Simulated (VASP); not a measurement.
Input of a VASP 6.6.1 run:

Contents of INCAR:

```
SYSTEM = Si
PREC = Accurate ; ENCUT = 520
EDIFF = 1E-6 ; ISMEAR = 0
SIGMA = 0.05 ; LREAL = .False.
LASPH = .True. ; NELM = 80
ALGO = Normal ; ISIF = 2
LWAVE = .False. ; LCHARG = .False.
GGA = PE ; NBANDS = 16
```

The input KPOINTS:

```
regular mesh
0
Gamma
  12 12 6
  0 0 0
```

Contents of POSCAR:

```
Si
1.0
    3.9946794941      0.0000000000      0.0000000000
   -1.9973397471      3.4594939219      0.0000000000
    0.0000000000      0.0000000000      5.9153213949
Si
4
Direct
    0.3333333333      0.6666666667      0.0676455848
    0.6666666667      0.3333333333      0.5676455848
    0.3333333333      0.6666666667      0.4323544152
    0.6666666667      0.3333333333      0.9323544152
```

Potentials or basis: VASP PAW PBE potentials, release 64 (Si).

The run is started by

```console
$ cat potpaw_PBE.64/Si/POTCAR > POTCAR
$ mpirun -np 1 vasp_std > vasp.out
```

Task: Predict the largest force.

Result: 2.688 eV/Å.

Task: Estimate the band gap on the k mesh.

Result: Zero (band 8 reaches 6.11 eV, above the bottom of band 9 at 5.92 eV).

Task: What does it give for the pressure?

Result: 3.0 GPa.

Stress tensor (GPa, compression positive):
```
-8.16  0.00  0.00
 0.00 -8.16  0.00
 0.00  0.00 25.34
```

Caveat: forces of over 1 eV/Å act on the atoms, so gaps and moduli don't describe the material at rest.
